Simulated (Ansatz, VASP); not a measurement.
**Ni: VASP beside Ansatz**

```
CELL_PARAMETERS angstrom
0.00000 1.76194 1.76194
1.76194 0.00000 1.76194
1.76194 1.76194 0.00000
ATOMIC_POSITIONS crystal
Ni 0.00000 0.00000 0.00000
```

Alike in both runs: task relaxation of cell and atoms; functional PBE; k mesh 16 × 16 × 16; occupations gaussian, width 0.05 eV; collinear spin.

|  | VASP | Ansatz |
| --- | --- | --- |
| version | VASP 6.6.1 | Ansatz 0.2.0 |
| potentials or method | VASP PAW PBE potentials, release 64 (Ni) | scalar-relativistic, plane waves, PAW |
| plane-wave cutoff (eV) | 600 | 420 |
| valence electrons in the cell | 10 | 18 |

|  | VASP | Ansatz | Ansatz less VASP |
| --- | --- | --- | --- |
| gap on the k mesh at the Fermi level, each at its own relaxed structure (eV) | none | none | - |
| net moment per atom (μB) | 0.60 | 0.60 | +0.004 |
| size of the moment on the site where the two differ most (μB) | 0.61 | 0.64 | +0.031 |
| relaxed volume (Å³/atom) | 10.87 | 10.87 | +0.008 |
| relaxed cell length with the largest relative difference (Å) | 2.486 | 2.487 | +0.0006 |

Site moments also hang on the region over which each program counts them. A gap of «none» marks a metal or a gap that the smearing closes. VASP's potentials hold 10 valence electrons a cell and Ansatz's 18, so a difference there can come from the potentials and not from the codes.
